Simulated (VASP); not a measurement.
# K (Im-3m) in VASP: a series of runs

Runs on K. Level: PBEsol. Tasks: single point, relaxation of cell and atoms.

Program: VASP 6.6.1. These are calculated values, not measurements. Logs are shortened: lines on timing, memory, paths and dates and some standing lists are left out, and cuts for length are marked.

### 1 The cell of the first run

Symmetry: Im-3m, No. 229, cubic system. Conventional cell: a = 5.225 Å, b = 5.225 Å, c = 5.225 Å, α = 90.00°, β = 90.00°, γ = 90.00°.

### 2 Single point, PBEsol

File INCAR:

```
SYSTEM = K
  PREC = Accurate
  ENCUT = 520
  EDIFF = 1E-6
  ISMEAR = -1
  SIGMA = 0.15
  LREAL = .FALSE.
  LASPH = .TRUE.
  NELM = 100
  ALGO = Fast
  ISIF = 2
  LWAVE = .FALSE.
  LCHARG = .FALSE.
  GGA = PS
  NBANDS = 10
```

File KPOINTS:

```
Automatic mesh
0
G
  12 12 12
  0 0 0
```

File POSCAR:

```
K
1.0
   -2.6125000000      2.6125000000      2.6125000000
    2.6125000000     -2.6125000000      2.6125000000
    2.6125000000      2.6125000000     -2.6125000000
K
1
Direct
    0.0000000000      0.0000000000      0.0000000000
```

Potentials or basis: VASP PAW PBE potentials, release 64 (K_sv).

The run is started by

```bash
$ cat potpaw_PBE.64/K_sv/POTCAR > POTCAR
$ mpirun -np 1 vasp_std > vasp.out
```

OUTCAR:

```text
SYSTEM = K
   PREC = Accurate
   ENCUT = 520
   EDIFF = 1E-6
   ISMEAR = -1
   LREAL = .FALSE.
   LASPH = .TRUE.
   NELM = 100
   ISIF = 2
   GGA = PS

 ion  position               nearest neighbor table
   1  0.000  0.000  0.000-

  LATTYP: Found a body centered cubic cell.
 ALAT       =     5.2250000000

  Lattice vectors:

 A1 = (  -2.6125000000,   2.6125000000,   2.6125000000)
 A2 = (   2.6125000000,  -2.6125000000,   2.6125000000)
 A3 = (   2.6125000000,   2.6125000000,  -2.6125000000)

Analysis of symmetry for initial positions (statically):
=====================================================================
 Subroutine PRICEL returns:
 Original cell was already a primitive cell.

 Routine SETGRP: Setting up the symmetry group for a
 body centered cubic supercell.

 Subroutine GETGRP returns: Found 48 space group operations
 (whereof 48 operations were pure point group operations)
 out of a pool of 48 trial point group operations.

The static configuration has the point symmetry O_h .

Analysis of symmetry for dynamics (positions and initial velocities):
=====================================================================
 Subroutine PRICEL returns:
 Original cell was already a primitive cell.

 Routine SETGRP: Setting up the symmetry group for a
 body centered cubic supercell.

 Subroutine GETGRP returns: Found 48 space group operations
 (whereof 48 operations were pure point group operations)
 out of a pool of 48 trial point group operations.

The dynamic configuration has the point symmetry O_h .

 Subroutine INISYM returns: Found 48 space group operations
 (whereof 48 operations are pure point group operations),
 and found     1 'primitive' translations

----------------------------------------------------------------------------------------

                                     Primitive cell

  volume of cell :      71.3229

  direct lattice vectors                    reciprocal lattice vectors
    -2.612500000  2.612500000  2.612500000     0.000000000  0.191387560  0.191387560
     2.612500000 -2.612500000  2.612500000     0.191387560  0.000000000  0.191387560
     2.612500000  2.612500000 -2.612500000     0.191387560  0.191387560  0.000000000

  length of vectors
     4.524982735  4.524982735  4.524982735     0.270662883  0.270662883  0.270662883

  position of ions in fractional coordinates (direct lattice)
     0.000000000  0.000000000  0.000000000

  ion indices of the primitive-cell ions
   primitive index   ion index
[... 73 lines left out ...]
   EDIFF  = 0.1E-05   stopping-criterion for ELM
   LREAL  =      F    real-space projection
   EDIFFG = 0.1E-04   stopping-criterion for IOM
   NSW    =      0    number of steps for IOM
   IBRION =     -1    ionic relax: 0-MD 1-quasi-New 2-CG
   NFREE  =      0    steps in history (QN), initial steepest desc. (CG)
   ISIF   =      2    stress and relaxation
   ISYM   =      2    0-nonsym 1-usesym 2-fastsym
   POTIM  = 0.5000    time-step for ionic-motion
   TEBEG  =    0.0;   TEEND  =   0.0 temperature during run
   PSTRESS=    0.0 pullay stress
   NELECT =       9.0000    total number of electrons
   NUPDOWN=      -1.0000    fix difference up-down
   EMIN   =  10.00;   EMAX   =-10.00  energy-range for DOS
   EFERMI =   0.00;   METHOD = LEGACY
   ISMEAR =    -1;   SIGMA  =   0.15  broadening in eV -4-tet -1-fermi 0-gaus
   EFERMI_NEDOS =   21; number of points for ismear=-14 and -15
   IALGO  =     68    algorithm
   IMIX   =      4    mixing-type and parameters
     AMIX     =   0.40;   BMIX     =  1.00
     AMIX_MAG =   1.60;   BMIX_MAG =  1.00
  volume/ion in A,a.u.               =      71.32       481.31
  Fermi-wavevector in a.u.,A,eV,Ry     =   0.821131  1.551714  9.173822  0.674257
  Thomas-Fermi vector in A             =   1.932236
   LORBIT       =      0    0 simple, 1 ext, 2 COOP (PROOUT), +10 PAW based schemes
   GGA     = PS    functional components
   LHFCALC =     F    Hartree Fock is set to
   AEXX    =    0.0000 exact exchange contribution
   IVDW    =     0    specifies the selected vdW correction
   LEPSILON=     F    determine dielectric tensor
   LRPA    =     F    only Hartree local field effects (RPA)
 non-spin polarized calculation
 RMM-DIIS sequential band-by-band and
  energy-cutoff  :      520.00
  volume of cell :       71.32
 maximum number of plane-waves:      1961
 NGX is ok and might be reduce to    36
   NGX = 17   NGY = 17   NGZ = 17

 number of electron       9.0000000 magnetization

 Free energy of the ion-electron system (eV)
  ---------------------------------------------------
  ext. energy  EPLUGINS =         0.00000000
  ---------------------------------------------------
  free energy    TOTEN  =        -1.16175791 eV

  energy without entropy =       -1.10461653  energy(sigma->0) =       -1.13318722

 E-fermi :  -0.1082     XC(G=0):  -5.7732

 val. band max:       -0.1351544240   @ k =   0.2500   0.2500   0.0000
 cond. band min:      -0.0688154519   @ k =   0.3333   0.1667   0.0000
 fundamental gap:      0.0663389721
 Fermi energy:        -0.1081826739

 k-point     1 :       0.0000    0.0000    0.0000
  band No.  band energies     occupation
      1     -32.0737      2.00000
      2     -15.5813      2.00000
      3     -15.5813      2.00000
      4     -15.5813      2.00000
      5      -2.3029      2.00000
      6       4.2256      0.00000
      7       4.2256      0.00000
      8       4.2256      0.00000
      9       5.1654      0.00000
     10       5.1654      0.00000
[... 287 lines left out ...]
 k-point    24 :       0.4167    0.0833    0.0833
  band No.  band energies     occupation
      1     -32.0687      2.00000
      2     -15.6524      2.00000
      3     -15.6099      2.00000
      4     -15.5861      2.00000
      5       0.5209      0.02973
      6       0.6853      0.01003
      7       2.6838      0.00000
      8       4.5964      0.00000
      9       5.7119      0.00000
     10       6.3997      0.00000

 [... further k-points ...]
[... 5 lines left out ...]
  --------------------------------------------------------------------------------------
  -------------------------------------------------------------------------------------
  Total       -0.0012983     -0.0012983     -0.0012983      0.0000000     -0.0000000      0.0000000
  in kB       -0.0291642     -0.0291642     -0.0291642      0.0000000     -0.0000000      0.0000000
  external PRESSURE =      -0.0291642 kB  Pullay stress =       0.0000000 kB

 VOLUME and BASIS-vectors are now :
 -----------------------------------------------------------------------------
  energy-cutoff  :      520.00
  volume of cell :       71.32
      direct lattice vectors                 reciprocal lattice vectors
    -2.612500000  2.612500000  2.612500000     0.000000000  0.191387560  0.191387560
     2.612500000 -2.612500000  2.612500000     0.191387560  0.000000000  0.191387560
     2.612500000  2.612500000 -2.612500000     0.191387560  0.191387560  0.000000000

 POSITION                                       TOTAL-FORCE (eV/Angst)
 -----------------------------------------------------------------------------------
      0.00000      0.00000      0.00000        -0.000000     -0.000000      0.000000
 -----------------------------------------------------------------------------------
    total drift:                               -0.000000     -0.000000      0.000000

  FREE ENERGIE OF THE ION-ELECTRON SYSTEM (eV)
  ---------------------------------------------------
  free  energy   TOTEN  =        -1.1617579146 eV

  energy  without entropy=       -1.1046165304  energy(sigma->0) =       -1.13318722
```

It took 47 s on 1 thread of AMD EPYC 7R43 (Zen 3), shared host; peak memory 0.18 GiB.

Results:

- Free energy: -1.1618 eV
- Pressure: 0.0 GPa

Caveat: the PAW data sets were made with another functional, which shifts forces and pressure a little.

### 3 Relaxation of cell and atoms, PBEsol

File INCAR:

```
PREC = Accurate
ENCUT = 600
EDIFF = 1E-7
ISMEAR = 0
SIGMA = 0.1
LREAL = F
LASPH = T
NELM = 80
ALGO = Normal
ISIF = 3
LWAVE = F
LCHARG = F
GGA = PS
IBRION = 2
NSW = 100
EDIFFG = -0.005
```

File KPOINTS:

```
Automatic mesh
0
Gamma
  12 12 12
```

POSCAR is that of step 2.

Potentials or basis: VASP PAW PBE potentials, release 64 (K_sv).

The run is started by

```bash
$ cat potpaw_PBE.64/K_sv/POTCAR > POTCAR
$ mpirun -np 1 vasp_std > vasp.out
```

Wall time 90 s (1 thread of AMD EPYC 7R43 (Zen 3), shared host); peak memory 0.2 GiB.

Results (log left out):

```yaml
Free_energy: -1.1344 eV
Relaxed_volume: 70.97 Å³/atom
Relaxed_cell: a = 4.517 Å, b = 4.517 Å, c = 4.517 Å, α = 109.47°, β = 109.47°, γ = 109.47°
Space_group_after_relaxing_to_0.05_Å: Im-3m (No. 229)
Energy_gained_by_relaxing: 0.0 meV/atom
Ionic_steps: 3
Pressure_after_relaxing: 0.0 GPa
```

Final structure:
```
K
1.0
    -2.60816    2.60816    2.60816
     2.60816   -2.60816    2.60816
     2.60816    2.60816   -2.60816
K
1
Direct
  0.00000 0.00000 0.00000
```

Levels at points of the mesh, in eV from the Fermi level:
```csv
k point,band 2,band 3,band 4,band 5,band 6,band 7
"(0.00, 0.00, 0.00)",-15.46,-15.46,-15.46,-2.20,4.34,4.34
"(0.50, 0.00, 0.00)",-15.54,-15.49,-15.46,0.46,0.72,3.19
"(0.50, 0.50, 0.50)",-15.52,-15.52,-15.52,1.67,1.67,3.58
```

Caveat: the PAW data sets were made with another functional, which shifts forces and pressure a little.

### 4 Relaxation of cell and atoms, PBEsol

File INCAR:

```
SYSTEM = K
PREC = Accurate
ENCUT = 600
EDIFF = 1E-6
ISMEAR = -1
SIGMA = 0.15
LREAL = .FALSE.
LASPH = .TRUE.
NELM = 60
ALGO = Normal
ISIF = 3
LWAVE = .FALSE.
LCHARG = .FALSE.
GGA = PS
IBRION = 2
NSW = 80
EDIFFG = -0.001
```

File KPOINTS:

```
regular mesh
0
G
  12 12 12
  0 0 0
```

POSCAR is that of step 3.

Potentials or basis: VASP PAW PBE potentials, release 64 (K_sv).

The run is started by

```bash
$ cat potpaw_PBE.64/K_sv/POTCAR > POTCAR
$ mpirun -np 1 vasp_std > vasp.out
```

OUTCAR:

```text
SYSTEM = K
   PREC = Accurate
   ENCUT = 600
   EDIFF = 1E-6
   ISMEAR = -1
   LREAL = .FALSE.
   LASPH = .TRUE.
   NELM = 60
   ISIF = 3
   GGA = PS
   IBRION = 2
   NSW = 80
   EDIFFG = -0.001

 ion  position               nearest neighbor table
   1  0.000  0.000  0.000-

  LATTYP: Found a body centered cubic cell.
 ALAT       =     5.2250000000

  Lattice vectors:

 A1 = (  -2.6125000000,   2.6125000000,   2.6125000000)
 A2 = (   2.6125000000,  -2.6125000000,   2.6125000000)
 A3 = (   2.6125000000,   2.6125000000,  -2.6125000000)

Analysis of symmetry for initial positions (statically):
=====================================================================
 Subroutine PRICEL returns:
 Original cell was already a primitive cell.

 Routine SETGRP: Setting up the symmetry group for a
 body centered cubic supercell.

 Subroutine GETGRP returns: Found 48 space group operations
 (whereof 48 operations were pure point group operations)
 out of a pool of 48 trial point group operations.

The static configuration has the point symmetry O_h .

Analysis of symmetry for dynamics (positions and initial velocities):
=====================================================================
 Subroutine PRICEL returns:
 Original cell was already a primitive cell.

 Routine SETGRP: Setting up the symmetry group for a
 body centered cubic supercell.

 Subroutine GETGRP returns: Found 48 space group operations
 (whereof 48 operations were pure point group operations)
 out of a pool of 48 trial point group operations.

The dynamic configuration has the point symmetry O_h .

 Subroutine INISYM returns: Found 48 space group operations
 (whereof 48 operations are pure point group operations),
 and found     1 'primitive' translations

----------------------------------------------------------------------------------------

                                     Primitive cell

  volume of cell :      71.3229

  direct lattice vectors                    reciprocal lattice vectors
    -2.612500000  2.612500000  2.612500000     0.000000000  0.191387560  0.191387560
     2.612500000 -2.612500000  2.612500000     0.191387560  0.000000000  0.191387560
     2.612500000  2.612500000 -2.612500000     0.191387560  0.191387560  0.000000000

  length of vectors
     4.524982735  4.524982735  4.524982735     0.270662883  0.270662883  0.270662883

  position of ions in fractional coordinates (direct lattice)
     0.000000000  0.000000000  0.000000000

  ion indices of the primitive-cell ions
   primitive index   ion index
                 1           1

----------------------------------------------------------------------------------------

 KPOINTS: regular mesh

Automatic generation of k-mesh.
 Grid dimensions read from file:
 generate k-points for:   12   12   12

 Generating k-lattice:

  Cartesian coordinates                     Fractional coordinates (reciprocal lattice)
     0.000000000  0.015948963  0.015948963     0.083333333  0.000000000  0.000000000
     0.015948963  0.000000000  0.015948963     0.000000000  0.083333333  0.000000000
     0.015948963  0.015948963  0.000000000     0.000000000  0.000000000  0.083333333
[... 50 lines left out ...]
   ICHARG =      2    charge: 1-file 2-atom 10-const
   ISPIN  =      1    spin polarized calculation?
   LNONCOLLINEAR =      F non collinear calculations
   LSORBIT =      F    spin-orbit coupling
   LASPH  =      T    aspherical Exc in radial PAW
   ENCUT  =  600.0 eV  44.10 Ry    6.64 a.u.   9.04  9.04  9.04*2*pi/ulx,y,z
   NELM   =     60;   NELMIN=  2; NELMDL= -5     # of ELM steps
   EDIFF  = 0.1E-05   stopping-criterion for ELM
   LREAL  =      F    real-space projection
   EDIFFG = -.1E-02   stopping-criterion for IOM
   NSW    =     80    number of steps for IOM
   IBRION =      2    ionic relax: 0-MD 1-quasi-New 2-CG
   NFREE  =      1    steps in history (QN), initial steepest desc. (CG)
   ISIF   =      3    stress and relaxation
   ISYM   =      2    0-nonsym 1-usesym 2-fastsym
   POTIM  = 0.5000    time-step for ionic-motion
   TEBEG  =    0.0;   TEEND  =   0.0 temperature during run
   PSTRESS=    0.0 pullay stress
   NELECT =       9.0000    total number of electrons
   NUPDOWN=      -1.0000    fix difference up-down
   EMIN   =  10.00;   EMAX   =-10.00  energy-range for DOS
   EFERMI =   0.00;   METHOD = LEGACY
   ISMEAR =    -1;   SIGMA  =   0.15  broadening in eV -4-tet -1-fermi 0-gaus
   EFERMI_NEDOS =   21; number of points for ismear=-14 and -15
   IALGO  =     38    algorithm
   IMIX   =      4    mixing-type and parameters
     AMIX     =   0.40;   BMIX     =  1.00
     AMIX_MAG =   1.60;   BMIX_MAG =  1.00
  volume/ion in A,a.u.               =      71.32       481.31
  Fermi-wavevector in a.u.,A,eV,Ry     =   0.821131  1.551714  9.173822  0.674257
  Thomas-Fermi vector in A             =   1.932236
   LORBIT       =      0    0 simple, 1 ext, 2 COOP (PROOUT), +10 PAW based schemes
   GGA     = PS    functional components
   LHFCALC =     F    Hartree Fock is set to
   AEXX    =    0.0000 exact exchange contribution
   IVDW    =     0    specifies the selected vdW correction
   LEPSILON=     F    determine dielectric tensor
   LRPA    =     F    only Hartree local field effects (RPA)
 conjugate gradient relaxation of ions
 non-spin polarized calculation
  energy-cutoff  :      600.00
  volume of cell :       71.32
 maximum number of plane-waves:      2412
   NGX = 19   NGY = 19   NGZ = 19

--------------------------------------- Ionic step        1  -------------------------------------------

 number of electron       9.0000000 magnetization

 Free energy of the ion-electron system (eV)
  ---------------------------------------------------
  ext. energy  EPLUGINS =         0.00000000
  ---------------------------------------------------
  free energy    TOTEN  =        -1.16177961 eV

  energy without entropy =       -1.10463710  energy(sigma->0) =       -1.13320835

------------------------ aborting loop because EDIFF is reached ----------------------------------------

  FORCE on cell =-STRESS in cart. coord.  units (eV):
  Direction    XX          YY          ZZ          XY          YZ          ZX
  --------------------------------------------------------------------------------------
  -------------------------------------------------------------------------------------
  Total        0.0026036      0.0026036      0.0026036     -0.0000000     -0.0000000      0.0000000
  in kB        0.0584866      0.0584866      0.0584866     -0.0000000     -0.0000000      0.0000000
  external PRESSURE =       0.0584866 kB  Pullay stress =       0.0000000 kB
[... 86 lines left out ...]
  FREE ENERGIE OF THE ION-ELECTRON SYSTEM (eV)
  ---------------------------------------------------
  free  energy   TOTEN  =        -1.1617806865 eV

  energy  without entropy=       -1.1046053207  energy(sigma->0) =       -1.13319300

[... ionic steps 4 to 15 ...]

--------------------------------------- Ionic step       16  -------------------------------------------

 number of electron       9.0000000 magnetization

------------------------ aborting loop because EDIFF is reached ----------------------------------------
[... 65 lines left out ...]
--------------------------------------- Ionic step       18  -------------------------------------------

 number of electron       9.0000000 magnetization

 Free energy of the ion-electron system (eV)
  ---------------------------------------------------
  ext. energy  EPLUGINS =         0.00000000
  ---------------------------------------------------
  free energy    TOTEN  =        -1.16178040 eV

  energy without entropy =       -1.10460875  energy(sigma->0) =       -1.13319457

 E-fermi :  -0.1110     XC(G=0):  -5.7701

 val. band max:       -0.1380331400   @ k =   0.2500   0.2500   0.0000
 cond. band min:      -0.0717080931   @ k =   0.3333   0.1667   0.0000
 fundamental gap:      0.0663250469
 Fermi energy:        -0.1110453287

 k-point     1 :       0.0000    0.0000    0.0000
  band No.  band energies     occupation
      1     -32.0767      2.00000
      2     -15.5847      2.00000
      3     -15.5847      2.00000
      4     -15.5847      2.00000
      5      -2.3039      2.00000
      6       4.2217      0.00000
      7       4.2217      0.00000
      8       4.2217      0.00000
[... 243 lines left out ...]
 k-point    24 :       0.4167    0.0833    0.0833
  band No.  band energies     occupation
      1     -32.0718      2.00000
      2     -15.6556      2.00000
      3     -15.6132      2.00000
      4     -15.5895      2.00000
      5       0.5180      0.02973
      6       0.6817      0.01008
      7       2.6806      0.00000
      8       4.5898      0.00000

 [... further k-points ...]
[... 5 lines left out ...]
  --------------------------------------------------------------------------------------
  -------------------------------------------------------------------------------------
  Total        0.0004363      0.0004363      0.0004363      0.0000000      0.0000000     -0.0000000
  in kB        0.0097881      0.0097881      0.0097881      0.0000000      0.0000000     -0.0000000
  external PRESSURE =       0.0097881 kB  Pullay stress =       0.0000000 kB
[... 16 lines left out ...]
  FREE ENERGIE OF THE ION-ELECTRON SYSTEM (eV)
  ---------------------------------------------------
  free  energy   TOTEN  =        -1.1617803975 eV

  energy  without entropy=       -1.1046087488  energy(sigma->0) =       -1.13319457

 reached required accuracy - stopping structural energy minimisation
```

Run time: 4.4 min. Hardware: 1 thread of AMD EPYC 7R43 (Zen 3), shared host; peak memory 0.21 GiB.

What came out:

| Quantity | Value |
| --- | --- |
| Free energy | -1.1618 eV |
| Relaxed volume | 71.41 Å³/atom |
| Relaxed cell | a = 4.527 Å, b = 4.527 Å, c = 4.527 Å, α = 109.47°, β = 109.47°, γ = 109.47° |
| Space group after relaxing (to 0.05 Å) | Im-3m (No. 229) |
| Energy gained by relaxing | 0.0 meV/atom |
| Ionic steps | 18 |
| Pressure after relaxing | 0.0 GPa |

Final structure:
```xyz
1
Lattice="-2.6136 2.6136 2.6136 2.6136 -2.6136 2.6136 2.6136 2.6136 -2.6136" Properties=species:S:1:pos:R:3 pbc="T T T"
K     0.0000    0.0000    0.0000
```

Caveat: the PAW data sets were made with another functional, which shifts forces and pressure a little.

### 5 The runs side by side

| task | cell | cutoff (eV) | smearing | gap on the mesh (eV) | pressure (GPa) | relaxed volume (Å³/atom) |
| --- | --- | --- | --- | --- | --- | --- |
| single point | as given | 520 | fermi-dirac 0.15 eV | none | 0.0 | - |
| relaxation of cell and atoms | relaxed | 600 | gaussian 0.1 eV | none | 0.0 | 70.97 |
| relaxation of cell and atoms | relaxed | 600 | fermi-dirac 0.15 eV | none | 0.0 | 71.41 |

Alike in all rows: level PBEsol; potentials or basis VASP PAW PBE potentials, release 64 (K_sv); no spin polarisation; k mesh 12 × 12 × 12.

Caveats: the PAW data sets were made with another functional, which shifts forces and pressure a little.

Total energies depend on the potentials used, so only differences within one code and one set of settings carry meaning.
